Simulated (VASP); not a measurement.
## HfN: single point with PBEsol

HfN:

```xyz
2
Lattice="0.0000 2.4335 2.4335 2.2510 0.0000 2.4335 2.2510 2.4335 0.0000" Properties=species:S:1:pos:R:3 pbc="T T T"
Hf    0.0000    0.0000    0.0000
N     3.3765    3.6503    3.6503
```

This cell differs from its parent crystal: strain -0.0750 x Voigt [1, 0, 0, 0, 0, 0].

```yaml
Program: VASP 6.6.1
Task: single point
Functional: PBEsol
Potentials_or_basis: VASP PAW PBE potentials, release 64 (Hf_pv, N)
Cutoff: 520 eV
k_mesh: 22 × 22 × 22
Occupations: gaussian, width 0.15 eV
Spin: no spin polarisation
Dipole_correction: no
Further_INCAR_settings: ALGO = Normal; EDIFF = 1e-06; NBANDS = 14
```

```yaml
Pressure: 17.4 GPa
Band_gap_on_the_k_mesh: zero (an odd number of electrons rules out a gap without spin polarisation)
```

Stress tensor (GPa, compression positive):
```
23.70  0.00  0.00
 0.00 14.26  0.00
 0.00  0.00 14.26
```

Levels at points of the mesh, in eV from the Fermi level:
```tsv
k point	band 6	band 7	band 8	band 9	band 10	band 11
(0.00, 0.00, 0.00)	-6.00	-5.81	-0.53	1.84	2.95	6.72
(0.50, 0.00, 0.00)	-5.49	-5.07	1.65	3.04	3.05	4.37
(0.50, 0.50, 0.00)	-3.81	-3.54	-1.38	2.11	4.74	5.18
(0.00, 0.50, 0.50)	-3.85	-3.85	-0.81	2.52	4.51	5.21
```

Run time: 2.3 min on 1 thread of Intel(R) Xeon(R) 6975P-C (Granite Rapids), on a shared host, peak memory 0.43 GiB.

Caveat: the cell differs from its parent crystal (strain -0.0750 x Voigt [1, 0, 0, 0, 0, 0]); the cell stands under pressure; the PAW data sets were made with another functional, which shifts forces and pressure a little; spin-orbit coupling is left out, which moves the levels of the heavy elements.
